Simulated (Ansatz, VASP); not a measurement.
# One calculation of Cs, two programs

```xyz
8
Lattice="10.0461 0.0000 0.0000 0.0000 10.0461 0.0000 0.0000 0.0000 10.0461" Properties=species:S:1:pos:R:3 pbc="T T T"
Cs   10.0461   10.0461   10.0461
Cs    5.0230    5.0230    5.0230
Cs    2.5115    0.0000    5.0230
Cs    7.5345   10.0461    5.0230
Cs    5.0230    2.5115    0.0000
Cs    5.0230    7.5345    0.0000
Cs   10.0461    5.0230    2.5115
Cs   10.0461    5.0230    7.5345
```

Alike in both runs: functional BLYP; k mesh 3 × 3 × 3; occupations fermi-dirac, width 0.1 eV; no spin polarisation.

Ansatz relaxed the structure, and its values are those at the end. VASP's run is a single point on that final structure, the one shown.

```csv
,VASP,Ansatz
version,VASP 6.6.1,Ansatz 0.2.0
potentials or method,"VASP PAW PBE potentials, release 64 (Cs_sv), cutoff 520 eV","plane waves (420 eV) with PAW, scalar-relativistic"
valence electrons in the cell,72,72
```

|  | VASP | Ansatz | Ansatz less VASP |
| --- | --- | --- | --- |
| pressure (GPa) | 0.0 | 0.0 | 0.00 |

VASP's potentials were made for PBE, not for BLYP.

Neither program's run includes spin-orbit coupling.
